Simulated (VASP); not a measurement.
# Ru (P6_3/mmc) in VASP: a series of runs

Ru is run at these levels: PBEsol; tasks: single point.

All numbers are computed with VASP 6.6.1; they aren't measurements. Logs are shortened: lines on timing, memory, paths and dates and some standing lists are left out, and cuts for length are marked.

**1. The cell of the first run**

It takes space group P6_3/mmc (No. 194, hexagonal). The conventional cell has a = 2.614 Å, b = 2.614 Å, c = 4.150 Å, α = 90.00°, β = 90.00°, γ = 120.00°. Within 3.4 Å of Ru (site symmetry -6m2) lie 12 Ru at 2.57 to 2.61 Å.

**2. Single point, PBEsol**

Input file INCAR:

```
SYSTEM = Ru
ALGO = Normal
EDIFF = 1E-6
ENCUT = 520
GGA = PS
ISIF = 2
ISMEAR = 0
LASPH = .TRUE.
LCHARG = .TRUE.
LELF = .TRUE.
LREAL = .FALSE.
LVHAR = .TRUE.
LWAVE = .FALSE.
NBANDS = 21
NELM = 80
PREC = Accurate
SIGMA = 0.15
```

Input file KPOINTS:

```
k-points
0
G
  18 18 10
  0 0 0
```

Input file POSCAR:

```
Ru
1.0
    2.6144000000      0.0000000000      0.0000000000
   -1.3072000000      2.2641368157      0.0000000000
    0.0000000000      0.0000000000      4.1503000000
Ru
2
Direct
    0.3333333333      0.6666666667      0.2500000000
    0.6666666667      0.3333333333      0.7500000000
```

Potentials or basis: VASP PAW PBE potentials, release 64 (Ru_pv).

Command:

```console
> cat potpaw_PBE.64/Ru_pv/POTCAR > POTCAR
> mpirun -np 1 vasp_std > vasp.out
```

OUTCAR:

```text
SYSTEM = Ru
   EDIFF = 1E-6
   ENCUT = 520
   GGA = PS
   ISIF = 2
   ISMEAR = 0
   LASPH = .TRUE.
   LREAL = .FALSE.
   NELM = 80
   PREC = Accurate

 ion  position               nearest neighbor table
   1  0.333  0.667  0.250-   2 2.57   2 2.57   2 2.57   2 2.57   2 2.57   2 2.57
   2  0.667  0.333  0.750-   1 2.57   1 2.57   1 2.57   1 2.57   1 2.57   1 2.57

  LATTYP: Found a hexagonal cell.
 ALAT       =     2.6144000000
 C/A-ratio  =     1.5874770502

  Lattice vectors:

 A1 = (   2.6144000000,   0.0000000000,   0.0000000000)
 A2 = (  -1.3072000000,   2.2641368157,   0.0000000000)
 A3 = (   0.0000000000,   0.0000000000,   4.1503000000)

Analysis of symmetry for initial positions (statically):
=====================================================================
 Subroutine PRICEL returns:
 Original cell was already a primitive cell.

 Routine SETGRP: Setting up the symmetry group for a
 hexagonal supercell.

 Subroutine GETGRP returns: Found 24 space group operations
 (whereof 12 operations were pure point group operations)
 out of a pool of 24 trial point group operations.

The static configuration has the point symmetry D_3d.
 The point group associated with its full space group is D_6h.

Analysis of symmetry for dynamics (positions and initial velocities):
=====================================================================
 Subroutine PRICEL returns:
 Original cell was already a primitive cell.

 Routine SETGRP: Setting up the symmetry group for a
 hexagonal supercell.

 Subroutine GETGRP returns: Found 24 space group operations
 (whereof 12 operations were pure point group operations)
 out of a pool of 24 trial point group operations.

The dynamic configuration has the point symmetry D_3d.
 The point group associated with its full space group is D_6h.

 Subroutine INISYM returns: Found 24 space group operations
 (whereof 12 operations are pure point group operations),
 and found     1 'primitive' translations

----------------------------------------------------------------------------------------

                                     Primitive cell

  volume of cell :      24.5671

  direct lattice vectors                    reciprocal lattice vectors
     2.614400000  0.000000000  0.000000000     0.382496940  0.220834711  0.000000000
    -1.307200000  2.264136816  0.000000000     0.000000000  0.441669423  0.000000000
     0.000000000  0.000000000  4.150300000     0.000000000  0.000000000  0.240946438

  length of vectors
     2.614400000  2.614400000  4.150300000     0.441669423  0.441669423  0.240946438

  position of ions in fractional coordinates (direct lattice)
     0.333333333  0.666666667  0.250000000
     0.666666667  0.333333333  0.750000000

  ion indices of the primitive-cell ions
   primitive index   ion index
                 1           1
                 2           2

----------------------------------------------------------------------------------------

 KPOINTS: k-points

Automatic generation of k-mesh.
 Grid dimensions read from file:
 generate k-points for:   18   18   10

 Generating k-lattice:

  Cartesian coordinates                     Fractional coordinates (reciprocal lattice)
     0.021249830  0.012268595  0.000000000     0.055555556  0.000000000  0.000000000
     0.000000000  0.024537190  0.000000000     0.000000000  0.055555556  0.000000000
     0.000000000  0.000000000  0.024094644     0.000000000  0.000000000  0.100000000

  Length of vectors
     0.024537190  0.024537190  0.024094644

  Shift w.r.t. Gamma in fractional coordinates (k-lattice)
     0.000000000  0.000000000  0.000000000

 Subroutine IBZKPT returns following result:
 ===========================================

 Found    222 irreducible k-points:

 Following reciprocal coordinates:
            Coordinates               Weight
  0.000000  0.000000  0.000000      1.000000
  0.055556  0.000000  0.000000      6.000000
  0.111111  0.000000  0.000000      6.000000
  0.166667  0.000000  0.000000      6.000000
  0.222222  0.000000  0.000000      6.000000
  0.277778  0.000000  0.000000      6.000000
[... 16 lines left out ...]
  0.333333  0.111111  0.000000     12.000000
  0.388889  0.111111  0.000000     12.000000
 [... further k-points ...]
   k-points           NKPTS =    222   k-points in BZ     NKDIM =    222   number of bands    NBANDS=     21
   number of dos      NEDOS =    301   number of ions     NIONS =      2
   total plane-waves  NPLWV =  12800
   dimension x,y,z NGX =    20 NGY =   20 NGZ =   32
   dimension x,y,z NGXF=    40 NGYF=   40 NGZF=   64
   ions per type =               2
   NGX,Y,Z   is equivalent  to a cutoff of  12.72, 12.72, 12.82 a.u.
   NGXF,Y,Z  is equivalent  to a cutoff of  25.44, 25.44, 25.64 a.u.
 SYSTEM =  Ru
   PREC   = accura    normal or accurate (medium, high low for compatibility)
   ISTART =      0    job   : 0-new  1-cont  2-samecut
   ICHARG =      2    charge: 1-file 2-atom 10-const
   ISPIN  =      1    spin polarized calculation?
   LNONCOLLINEAR =      F non collinear calculations
   LSORBIT =      F    spin-orbit coupling
   LASPH  =      T    aspherical Exc in radial PAW
   ENCUT  =  520.0 eV  38.22 Ry    6.18 a.u.   4.86  4.86  7.72*2*pi/ulx,y,z
   NELM   =     80;   NELMIN=  2; NELMDL= -5     # of ELM steps
   EDIFF  = 0.1E-05   stopping-criterion for ELM
   LREAL  =      F    real-space projection
   EDIFFG = 0.1E-04   stopping-criterion for IOM
   NSW    =      0    number of steps for IOM
   IBRION =     -1    ionic relax: 0-MD 1-quasi-New 2-CG
   NFREE  =      0    steps in history (QN), initial steepest desc. (CG)
   ISIF   =      2    stress and relaxation
   ISYM   =      2    0-nonsym 1-usesym 2-fastsym
   POTIM  = 0.5000    time-step for ionic-motion
   TEBEG  =    0.0;   TEEND  =   0.0 temperature during run
   PSTRESS=    0.0 pullay stress
   NELECT =      28.0000    total number of electrons
   NUPDOWN=      -1.0000    fix difference up-down
   EMIN   =  10.00;   EMAX   =-10.00  energy-range for DOS
   EFERMI =   0.00;   METHOD = LEGACY
   ISMEAR =     0;   SIGMA  =   0.15  broadening in eV -4-tet -1-fermi 0-gaus
   EFERMI_NEDOS =   21; number of points for ismear=-14 and -15
   IALGO  =     38    algorithm
   IMIX   =      4    mixing-type and parameters
     AMIX     =   0.40;   BMIX     =  1.00
     AMIX_MAG =   1.60;   BMIX_MAG =  1.00
  volume/ion in A,a.u.               =      12.28        82.89
  Fermi-wavevector in a.u.,A,eV,Ry     =   1.710053  3.231531 39.787239  2.924280
  Thomas-Fermi vector in A             =   2.788423
   LORBIT       =      0    0 simple, 1 ext, 2 COOP (PROOUT), +10 PAW based schemes
   GGA     = PS    functional components
   LHFCALC =     F    Hartree Fock is set to
   AEXX    =    0.0000 exact exchange contribution
   IVDW    =     0    specifies the selected vdW correction
   LEPSILON=     F    determine dielectric tensor
   LRPA    =     F    only Hartree local field effects (RPA)
 non-spin polarized calculation
 Gauss-broadening in eV      SIGMA  =   0.15
  energy-cutoff  :      520.00
  volume of cell :       24.57
 maximum number of plane-waves:       693
 NGX is ok and might be reduce to    20
   NGX =  9   NGY =  9   NGZ = 15

 number of electron      27.9999999 magnetization

 Free energy of the ion-electron system (eV)
  ---------------------------------------------------
  ext. energy  EPLUGINS =         0.00000000
  ---------------------------------------------------
  free energy    TOTEN  =       -20.14445094 eV

  energy without entropy =      -20.12779856  energy(sigma->0) =      -20.13612475

 E-fermi :  14.6159     XC(G=0): -14.9091

 val. band max:       14.6129709866   @ k =   0.1667   0.1111   0.3000
 cond. band min:      14.6458549163   @ k =   0.2222   0.1111   0.1000
 fundamental gap:      0.0328839297
 Fermi energy:        14.6158793953

 k-point     1 :       0.0000    0.0000    0.0000
  band No.  band energies     occupation
      1     -29.4118      2.00000
      2     -28.1109      2.00000
      3     -28.1109      2.00000
      4     -27.8826      2.00000
      5     -27.8826      2.00000
      6     -27.8306      2.00000
[... 13 lines left out ...]
     20      24.8005      0.00000
     21      26.1528      0.00000

 k-point     2 :       0.0556    0.0000    0.0000
  band No.  band energies     occupation
      1     -29.3972      2.00000
      2     -28.1433      2.00000
      3     -28.1218      2.00000
      4     -27.9163      2.00000
      5     -27.8868      2.00000
      6     -27.8372      2.00000
[... 13 lines left out ...]
     20      24.8005      0.00000
     21      26.1357      0.00000

 k-point     3 :       0.1111    0.0000    0.0000
  band No.  band energies     occupation
      1     -29.3541      2.00000
      2     -28.2367      2.00000
      3     -28.1524      2.00000
      4     -28.0124      2.00000
      5     -27.8994      2.00000
      6     -27.8570      2.00000
[... 13 lines left out ...]
     20      24.8005      0.00000
     21      26.0722      0.00000

 k-point     4 :       0.1667    0.0000    0.0000
  band No.  band energies     occupation
      1     -29.2852      2.00000
      2     -28.3794      2.00000
      3     -28.1979      2.00000
      4     -28.1566      2.00000
      5     -27.9200      2.00000
      6     -27.8902      2.00000
[... 13 lines left out ...]
     20      24.8005      0.00000
     21      25.9457      0.00000

 k-point     5 :       0.2222    0.0000    0.0000
  band No.  band energies     occupation
      1     -29.1947      2.00000
      2     -28.5541      2.00000
      3     -28.3283      2.00000
      4     -28.2520      2.00000
      5     -27.9466      2.00000
      6     -27.9368      2.00000
[... 13 lines left out ...]
     20      24.8003      0.00000
     21      25.7663      0.00000
[... 382 lines left out ...]
     20      24.7999      0.00000
     21      25.6361      0.00000

 k-point    22 :       0.2778    0.1111    0.0000
  band No.  band energies     occupation
      1     -28.9418      2.00000
      2     -28.8930      2.00000
      3     -28.7063      2.00000
      4     -28.3828      2.00000
      5     -28.0863      2.00000
      6     -28.0773      2.00000
[... 13 lines left out ...]
     20      25.5295      0.00000
     21      25.5787      0.00000

 k-point    23 :       0.3333    0.1111    0.0000
  band No.  band energies     occupation
      1     -29.0241      2.00000
      2     -28.8326      2.00000
      3     -28.7955      2.00000
      4     -28.4478      2.00000
      5     -28.1614      2.00000
      6     -28.1071      2.00000
[... 13 lines left out ...]
     20      24.8026      0.00000
     21      26.4033      0.00000

 k-point    24 :       0.3889    0.1111    0.0000
  band No.  band energies     occupation
      1     -29.1091      2.00000
      2     -28.8534      2.00000
      3     -28.7440      2.00000
      4     -28.4895      2.00000
      5     -28.2276      2.00000
      6     -28.1266      2.00000
[... 13 lines left out ...]
     20      24.7988      0.00000
     21      26.7008      0.00000

 [... further k-points ...]
[... 5 lines left out ...]
  --------------------------------------------------------------------------------------
  -------------------------------------------------------------------------------------
  Total        5.2769818      5.2769818      5.1804071     -0.0000000      0.0000000     -0.0000000
  in kB      344.1454140    344.1454140    337.8471678     -0.0000000      0.0000000     -0.0000000
  external PRESSURE =     342.0459986 kB  Pullay stress =       0.0000000 kB

 VOLUME and BASIS-vectors are now :
 -----------------------------------------------------------------------------
  energy-cutoff  :      520.00
  volume of cell :       24.57
      direct lattice vectors                 reciprocal lattice vectors
     2.614400000  0.000000000  0.000000000     0.382496940  0.220834711  0.000000000
    -1.307200000  2.264136816  0.000000000     0.000000000  0.441669423  0.000000000
     0.000000000  0.000000000  4.150300000     0.000000000  0.000000000  0.240946438

 POSITION                                       TOTAL-FORCE (eV/Angst)
 -----------------------------------------------------------------------------------
     -0.00000      1.50942      1.03757        -0.000000      0.000000      0.000000
      1.30720      0.75471      3.11272         0.000000     -0.000000      0.000000
 -----------------------------------------------------------------------------------
    total drift:                               -0.000000      0.000000     -0.000000

  FREE ENERGIE OF THE ION-ELECTRON SYSTEM (eV)
  ---------------------------------------------------
  free  energy   TOTEN  =       -20.1444509376 eV

  energy  without entropy=      -20.1277985635  energy(sigma->0) =      -20.13612475
```

Run time: 73 s. Hardware: 1 thread of AMD EPYC 7R43 (Zen 3), shared host; peak memory 0.17 GiB.

Results:

```yaml
Free_energy: -20.1445 eV
Pressure: 34.2 GPa
Band_gap_on_the_k_mesh: zero (band 14 reaches 16.36 eV, above the bottom of band 15 at 12.70 eV)
```

Stress tensor (GPa, compression positive):
```
34.41  0.00  0.00
 0.00 34.41  0.00
 0.00  0.00 33.78
```

Levels at points of the mesh, in eV from the Fermi level:
| k point | band 10 | band 11 | band 12 | band 13 | band 14 | band 15 | band 16 | band 17 | band 18 | band 19 |
| --- | --- | --- | --- | --- | --- | --- | --- | --- | --- | --- |
| (0.00, 0.00, 0.00) | -3.03 | -2.85 | -2.23 | -2.23 | -1.58 | -1.58 | 1.35 | 1.39 | 1.39 | 10.17 |
| (0.50, 0.00, 0.00) | -3.49 | -2.39 | -1.97 | -1.75 | 1.73 | 2.22 | 2.28 | 4.67 | 6.90 | 10.18 |
| (0.00, 0.00, 0.50) | -3.21 | -3.21 | -3.21 | -3.08 | -3.08 | 0.66 | 0.66 | 0.66 | 0.66 | 10.18 |
| (0.50, 0.00, 0.50) | -5.27 | -1.22 | -1.22 | 0.52 | 0.52 | 2.03 | 2.03 | 3.81 | 3.81 | 10.18 |

Caveat: the PAW data sets were made with another functional, which shifts forces and pressure a little.

**3. Single point, PBEsol**

This run uses another cell than the first one, of 12.35 Å³/atom, 1.005 times its volume.

Input file INCAR:

```
SYSTEM = Ru
ALGO = Fast ; EDIFF = 1E-6
ENCUT = 520 ; GGA = PS
ISIF = 2 ; ISMEAR = 0
LASPH = .TRUE. ; LCHARG = .TRUE.
LELF = .TRUE. ; LREAL = .FALSE.
LVHAR = .TRUE. ; LWAVE = .FALSE.
NBANDS = 21 ; NELM = 100
PREC = Accurate ; SIGMA = 0.15
```

KPOINTS is that of step 2.

Input file POSCAR:

```
Ru
1.0
    2.5014000000      0.0000000000      0.0000000000
   -1.2507000000      2.1662759450      0.0000000000
    0.0000000000      0.0000000000      4.5586000000
Ru
2
Direct
    0.3333333333      0.6666666667      0.2500000000
    0.6666666667      0.3333333333      0.7500000000
```

Potentials or basis: VASP PAW PBE potentials, release 64 (Ru_pv).

Command:

```console
> cat potpaw_PBE.64/Ru_pv/POTCAR > POTCAR
> mpirun -np 1 vasp_std > vasp.out
```

It took 1.7 min on 1 thread of AMD EPYC 7R43 (Zen 3), shared host; peak memory 0.17 GiB.

It converged, with:

* Free energy: -19.5190 eV
* Pressure: 39.6 GPa
* Band gap on the k mesh: zero (band 14 reaches 16.18 eV, above the bottom of band 15 at 13.18 eV)

Stress tensor (GPa, compression positive):
```
 69.43   0.00   0.00
  0.00  69.43   0.00
  0.00   0.00 -20.21
```

Levels at points of the mesh, in eV from the Fermi level:
| k point | band 12 | band 13 | band 14 | band 15 | band 16 | band 17 |
| --- | --- | --- | --- | --- | --- | --- |
| (0.00, 0.00, 0.00) | -2.49 | -2.49 | -0.40 | -0.40 | -0.26 | 1.46 |
| (0.50, 0.00, 0.00) | -2.35 | -1.46 | 1.60 | 2.69 | 2.91 | 4.87 |
| (0.00, 0.00, 0.50) | -2.89 | -2.89 | -2.89 | 0.77 | 0.77 | 0.77 |
| (0.50, 0.00, 0.50) | -0.69 | 0.47 | 0.47 | 2.81 | 2.81 | 3.82 |

Caveat: the PAW data sets were made with another functional, which shifts forces and pressure a little.
